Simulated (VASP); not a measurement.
# Ga3Se (Pm-3m) in VASP: notebook

The runs below take Ga3Se through single point, with PBE.

All numbers are computed with VASP 6.6.1; they aren't measurements. Logs are shortened: lines on timing, memory, paths and dates and some standing lists are left out, and cuts for length are marked.

## Step 1: The cell of the first run

Symmetry: Pm-3m, No. 221, cubic system. The conventional cell has a = 4.432 Å, b = 4.432 Å, c = 4.432 Å, α = 90.00°, β = 90.00°, γ = 90.00°. Within 4.1 Å of Se (site symmetry m-3m) lie 12 Ga at 3.13 Å. Ga (site symmetry 4/mmm) has 4 Se at 3.13 Å and 8 Ga at 3.13 Å within 4.1 Å.

## Step 2: Single point, PBE, non-collinear spin, zero start, spin-orbit coupling

Contents of INCAR:

```
ALGO = Normal
EDIFF = 1E-7
ENCUT = 520
GGA = PE
GGA_COMPAT = F
ISIF = 2
ISMEAR = 1
LASPH = T
LCHARG = F
LORBIT = 11
LORBMOM = T
LREAL = F
LSORBIT = T
LWAVE = F
MAGMOM = 0 0 0 0 0 0 0 0 0 0 0 0
NBANDS = 59
NELM = 150
PREC = Accurate
SIGMA = 0.05
```

Contents of KPOINTS:

```
k-points
0
Gamma
  5 5 5
```

Contents of POSCAR:

```
Ga3Se
1.0
    4.4324650000      0.0000000000      0.0000000000
    0.0000000000      4.4324650000      0.0000000000
    0.0000000000      0.0000000000      4.4324650000
Se Ga
1 3
Direct
    0.0000000000      0.0000000000      0.0000000000
    0.5000000000      0.5000000000      0.0000000000
    0.5000000000      0.0000000000      0.5000000000
    0.0000000000      0.5000000000      0.5000000000
```

Potentials or basis: VASP PAW PBE potentials, release 64 (Se, Ga_d).

Command:

```sh
cat potpaw_PBE.64/Se/POTCAR potpaw_PBE.64/Ga_d/POTCAR > POTCAR
mpirun -np 1 vasp_ncl > vasp.out
```

OUTCAR:

```text
EDIFF = 1E-7
   ENCUT = 520
   GGA = PE
   ISIF = 2
   ISMEAR = 1
   LASPH = T
   LORBIT = 11
   LREAL = F
   LSORBIT = T
   NELM = 150
   PREC = Accurate

 ion  position               nearest neighbor table
   1  0.000  0.000  0.000-
   2  0.500  0.500  0.000-
   3  0.500  0.000  0.500-
   4  0.000  0.500  0.500-

  LATTYP: Found a simple cubic cell.
 ALAT       =     4.4324650000

  Lattice vectors:

 A1 = (   4.4324650000,   0.0000000000,   0.0000000000)
 A2 = (   0.0000000000,   4.4324650000,   0.0000000000)
 A3 = (   0.0000000000,   0.0000000000,   4.4324650000)

Analysis of symmetry for initial positions (statically):
=====================================================================
 Subroutine PRICEL returns:
 Original cell was already a primitive cell.

 Routine SETGRP: Setting up the symmetry group for a
 simple cubic supercell.

 Subroutine GETGRP returns: Found 48 space group operations
 (whereof 48 operations were pure point group operations)
 out of a pool of 48 trial point group operations.

The static configuration has the point symmetry O_h .

Analysis of symmetry for dynamics (positions and initial velocities):
=====================================================================
 Subroutine PRICEL returns:
 Original cell was already a primitive cell.

 Routine SETGRP: Setting up the symmetry group for a
 simple cubic supercell.

 Subroutine GETGRP returns: Found 48 space group operations
 (whereof 48 operations were pure point group operations)
 out of a pool of 48 trial point group operations.

The dynamic configuration has the point symmetry O_h .

Analysis of structural, dynamic, and magnetic symmetry:
=====================================================================
 Subroutine PRICEL returns:
 Original cell was already a primitive cell.

 Routine SETGRP: Setting up the symmetry group for a
 simple cubic supercell.

 Subroutine GETGRP returns: Found 48 space group operations
 (whereof 48 operations were pure point group operations)
 out of a pool of 48 trial point group operations.

The overall configuration has the point symmetry O_h .

 Subroutine INISYM returns: Found 48 space group operations
 (whereof 48 operations are pure point group operations),
 and found     1 'primitive' translations

----------------------------------------------------------------------------------------

                                     Primitive cell

  volume of cell :      87.0835

  direct lattice vectors                    reciprocal lattice vectors
     4.432465000  0.000000000  0.000000000     0.225608098  0.000000000  0.000000000
     0.000000000  4.432465000  0.000000000     0.000000000  0.225608098  0.000000000
     0.000000000  0.000000000  4.432465000     0.000000000  0.000000000  0.225608098

  length of vectors
     4.432465000  4.432465000  4.432465000     0.225608098  0.225608098  0.225608098

  position of ions in fractional coordinates (direct lattice)
     0.000000000  0.000000000  0.000000000
     0.500000000  0.500000000  0.000000000
     0.500000000  0.000000000  0.500000000
     0.000000000  0.500000000  0.500000000

  ion indices of the primitive-cell ions
   primitive index   ion index
                 1           1
                 2           2
                 3           3
                 4           4

----------------------------------------------------------------------------------------

 KPOINTS: k-points

Automatic generation of k-mesh.
 Grid dimensions read from file:
 generate k-points for:    5    5    5

 Generating k-lattice:

  Cartesian coordinates                     Fractional coordinates (reciprocal lattice)
     0.045121620  0.000000000  0.000000000     0.200000000  0.000000000  0.000000000
     0.000000000  0.045121620  0.000000000     0.000000000  0.200000000  0.000000000
     0.000000000  0.000000000  0.045121620     0.000000000  0.000000000  0.200000000

  Length of vectors
     0.045121620  0.045121620  0.045121620

  Shift w.r.t. Gamma in fractional coordinates (k-lattice)
     0.000000000  0.000000000  0.000000000

 Subroutine IBZKPT returns following result:
 ===========================================

 Found     10 irreducible k-points:

 Following reciprocal coordinates:
            Coordinates               Weight
  0.000000  0.000000  0.000000      1.000000
[... 34 lines left out ...]
   ISYM   =      2    0-nonsym 1-usesym 2-fastsym
   POTIM  = 0.5000    time-step for ionic-motion
   TEBEG  =    0.0;   TEEND  =   0.0 temperature during run
   PSTRESS=    0.0 pullay stress
   NELECT =      45.0000    total number of electrons
   NUPDOWN=      -1.0000    fix difference up-down
   EMIN   =  10.00;   EMAX   =-10.00  energy-range for DOS
   EFERMI =   0.00;   METHOD = LEGACY
   ISMEAR =     1;   SIGMA  =   0.05  broadening in eV -4-tet -1-fermi 0-gaus
   EFERMI_NEDOS =   21; number of points for ismear=-14 and -15
   IALGO  =     38    algorithm
   IMIX   =      4    mixing-type and parameters
     AMIX     =   0.40;   BMIX     =  1.00
     AMIX_MAG =   1.60;   BMIX_MAG =  1.00
  volume/ion in A,a.u.               =      21.77       146.92
  Fermi-wavevector in a.u.,A,eV,Ry     =   1.313713  2.482557 23.481488  1.725841
  Thomas-Fermi vector in A             =   2.444016
   LORBIT       =     11    0 simple, 1 ext, 2 COOP (PROOUT), +10 PAW based schemes
   GGA     = PE    functional components
   LHFCALC =     F    Hartree Fock is set to
   AEXX    =    0.0000 exact exchange contribution
   IVDW    =     0    specifies the selected vdW correction
   LEPSILON=     F    determine dielectric tensor
   LRPA    =     F    only Hartree local field effects (RPA)
 Methfessel and Paxton  Order N= 1 SIGMA  =   0.05
  energy-cutoff  :      520.00
  volume of cell :       87.08
 maximum number of plane-waves:      4712
 NGX is ok and might be reduce to    36
   NGX = 17   NGY = 17   NGZ = 17

 number of electron      44.9999944 magnetization      -0.0000000     -0.0000000      0.0000000

 number of electron      44.9999944 magnetization       0.0000000      0.0000000      0.0000000

 number of electron      44.9999944 magnetization       0.0000000      0.0000000     -0.0000000

 Free energy of the ion-electron system (eV)
  ---------------------------------------------------
  ext. energy  EPLUGINS =         0.00000000
  ---------------------------------------------------
  free energy    TOTEN  =       -12.36897067 eV

  energy without entropy =      -12.36484247  energy(sigma->0) =      -12.36759460

 E-fermi :   4.6588     XC(G=0): -10.2647

 val. band max:        4.6536827645   @ k =   0.4000   0.0000   0.0000
 cond. band min:       4.6656120823   @ k =   0.2000   0.2000   0.0000
 fundamental gap:      0.0119293178
 Fermi energy:         4.6588433850

 k-point     1 :       0.0000    0.0000    0.0000
  band No.  band energies     occupation
      1     -10.5657      1.00000
      2     -10.5657      1.00000
      3     -10.5587      1.00000
      4     -10.5587      1.00000
      5     -10.5587      1.00000
      6     -10.5587      1.00000
[... 589 lines left out ...]
     56      11.5751      0.00000
     57      12.4276      0.00000
 [bands above 57 left out]

------------------------ aborting loop because EDIFF is reached ----------------------------------------

  FORCE on cell =-STRESS in cart. coord.  units (eV):
  Direction    XX          YY          ZZ          XY          YZ          ZX
  --------------------------------------------------------------------------------------
  -------------------------------------------------------------------------------------
  Total       -0.1334257     -0.1334257     -0.1334257     -0.0000000     -0.0000000      0.0000000
  in kB       -2.4547895     -2.4547895     -2.4547895     -0.0000000     -0.0000000      0.0000000
  external PRESSURE =      -2.4547895 kB  Pullay stress =       0.0000000 kB

 VOLUME and BASIS-vectors are now :
 -----------------------------------------------------------------------------
  energy-cutoff  :      520.00
  volume of cell :       87.08
      direct lattice vectors                 reciprocal lattice vectors
     4.432465000  0.000000000  0.000000000     0.225608098  0.000000000  0.000000000
     0.000000000  4.432465000  0.000000000     0.000000000  0.225608098  0.000000000
     0.000000000  0.000000000  4.432465000     0.000000000  0.000000000  0.225608098

 POSITION                                       TOTAL-FORCE (eV/Angst)
 -----------------------------------------------------------------------------------
      0.00000      0.00000      0.00000         0.000000      0.000000      0.000000
      2.21623      2.21623      0.00000         0.000000      0.000000      0.000000
      2.21623      0.00000      2.21623         0.000000      0.000000      0.000000
      0.00000      2.21623      2.21623         0.000000      0.000000      0.000000
 -----------------------------------------------------------------------------------
    total drift:                                0.000000      0.000000      0.000000

  FREE ENERGIE OF THE ION-ELECTRON SYSTEM (eV)
  ---------------------------------------------------
  free  energy   TOTEN  =       -12.3689706674 eV

  energy  without entropy=      -12.3648424723  energy(sigma->0) =      -12.36759460

 orbital moment (x)

 # of ion     p       d       tot
 ----------------------------------------
  1         0.000  -0.000   0.000
  2        -0.000  -0.000  -0.000
  3        -0.000  -0.000  -0.000
  4         0.000  -0.000  -0.000
 ----------------------------------------
            0.000  -0.000   0.000

 orbital moment (y)

 # of ion     p       d       tot
 ----------------------------------------
  1        -0.000   0.000  -0.000
  2        -0.000  -0.000  -0.000
  3         0.000  -0.000  -0.000
  4        -0.000  -0.000  -0.000
 ----------------------------------------
           -0.000  -0.000  -0.000

 orbital moment (z)

 # of ion     p       d       tot
 ----------------------------------------
  1         0.000   0.000   0.000
  2         0.000   0.000   0.000
  3         0.000   0.000   0.000
  4        -0.000   0.000  -0.000
 ----------------------------------------
           -0.000   0.000  -0.000

 Spin-Orbit-Coupling matrix elements

 Ion:    1  E_soc:     -0.0453264
 l=   1
     0.0000000    -0.0075592    -0.0075592
    -0.0075592     0.0000000    -0.0075592
    -0.0075592    -0.0075592     0.0000000
 l=   2
     0.0000000     0.0000028     0.0000000     0.0000028     0.0000020
     0.0000028     0.0000000     0.0000015     0.0000028     0.0000005
     0.0000000     0.0000015     0.0000000     0.0000015     0.0000000
     0.0000028     0.0000028     0.0000015     0.0000000     0.0000005
     0.0000020     0.0000005     0.0000000     0.0000005     0.0000000
 l=   3
     0.0000000     0.0000000     0.0000000     0.0000000     0.0000000     0.0000000     0.0000000
     0.0000000     0.0000000     0.0000000     0.0000000     0.0000000     0.0000000     0.0000000
     0.0000000     0.0000000     0.0000000     0.0000000     0.0000000     0.0000000     0.0000000
     0.0000000     0.0000000     0.0000000     0.0000000     0.0000000     0.0000000     0.0000000
[... 49 lines left out ...]
 l=   2
     0.0000000    -0.0001666     0.0000000    -0.0001606    -0.0006577
    -0.0001666     0.0000000    -0.0004963    -0.0001666    -0.0001654
     0.0000000    -0.0004963     0.0000000    -0.0004907     0.0000000
    -0.0001606    -0.0001666    -0.0004907     0.0000000    -0.0001670
    -0.0006577    -0.0001654     0.0000000    -0.0001670     0.0000000
 l=   3
     0.0000000     0.0000000     0.0000000     0.0000000     0.0000000     0.0000000     0.0000000
     0.0000000     0.0000000     0.0000000     0.0000000     0.0000000     0.0000000     0.0000000
     0.0000000     0.0000000     0.0000000     0.0000000     0.0000000     0.0000000     0.0000000
     0.0000000     0.0000000     0.0000000     0.0000000     0.0000000     0.0000000     0.0000000
     0.0000000     0.0000000     0.0000000     0.0000000     0.0000000     0.0000000     0.0000000
     0.0000000     0.0000000     0.0000000     0.0000000     0.0000000     0.0000000     0.0000000
     0.0000000     0.0000000     0.0000000     0.0000000     0.0000000     0.0000000     0.0000000

 total charge

# of ion       s       p       d       tot
------------------------------------------
    1        1.497   2.214   0.027   3.737
    2        1.132   0.361   9.947  11.440
    3        1.132   0.361   9.947  11.440
    4        1.132   0.361   9.947  11.440
--------------------------------------------------
tot          4.893   3.298  29.866  38.058

 magnetization (x)

# of ion       s       p       d       tot
------------------------------------------
    1       -0.000   0.000   0.000   0.000
    2        0.000  -0.000   0.000  -0.000
    3       -0.000  -0.000   0.000  -0.000
    4        0.000   0.000  -0.000   0.000
--------------------------------------------------
tot         -0.000  -0.000   0.000  -0.000

 magnetization (y)

# of ion       s       p       d       tot
------------------------------------------
    1        0.000   0.000  -0.000   0.000
    2        0.000  -0.000   0.000   0.000
    3       -0.000   0.000  -0.000  -0.000
    4        0.000  -0.000  -0.000  -0.000
--------------------------------------------------
tot          0.000  -0.000   0.000   0.000

 magnetization (z)

# of ion       s       p       d       tot
------------------------------------------
    1       -0.000   0.000  -0.000   0.000
    2        0.000   0.000   0.000   0.000
    3       -0.000  -0.000   0.000  -0.000
    4        0.000   0.000  -0.000   0.000
--------------------------------------------------
tot         -0.000   0.000   0.000   0.000
```

It took 51 s on 1 thread of Intel Xeon 6975P-C (Granite Rapids), shared host; peak memory 0.41 GiB.

What came out:

```
Free energy                                           : -12.3690 eV
Pressure                                              : -0.2 GPa
Net moment                                            : 0.00 μB per cell
Valence electrons inside the program's atomic spheres : Se 3.74; Ga 11.44
```

Moments on the atoms (μB; x, y, z):
```
Se  0.00 0.00 0.00
Ga  0.00 0.00 0.00
Ga  0.00 0.00 0.00
Ga  0.00 0.00 0.00
```

## Step 3: Single point, PBE, non-collinear spin, zero start, spin-orbit coupling

Contents of INCAR:

```
PREC = Accurate
ENCUT = 520
EDIFF = 1E-6
ISMEAR = 0
SIGMA = 0.1
LREAL = False
LASPH = True
NELM = 150
ALGO = Normal
ISIF = 2
LWAVE = False
LCHARG = True
LNONCOLLINEAR = True
MAGMOM = 0 0 0 0 0 0 0 0 0 0 0 0
LORBIT = 11
LSORBIT = True
GGA_COMPAT = False
LORBMOM = True
GGA = PE
LVHAR = True
NBANDS = 59
```

Contents of KPOINTS:

```
Automatic mesh
0
Gamma
  5 5 5
```

POSCAR is that of step 2.

Potentials or basis: VASP PAW PBE potentials, release 64 (Se, Ga_d).

Command:

```sh
cat potpaw_PBE.64/Se/POTCAR potpaw_PBE.64/Ga_d/POTCAR > POTCAR
mpirun -np 1 vasp_ncl > vasp.out
```

Run time: 49 s. Hardware: 1 thread of Intel Xeon 6975P-C (Granite Rapids), shared host; peak memory 0.41 GiB.

The run converged. Its results:

```yaml
Free_energy: -12.3834 eV
Pressure: -0.2 GPa
Net_moment: 0.00 μB per cell
Valence_electrons_inside_the_program's_atomic_spheres: Se 3.74; Ga 11.44
```

Moments on the atoms (μB; x, y, z):
```
Se  0.00 0.00 0.00
Ga  0.00 0.00 0.00
Ga  0.00 0.00 0.00
Ga  0.00 0.00 0.00
```

(Part 1 of 2 ends here.)
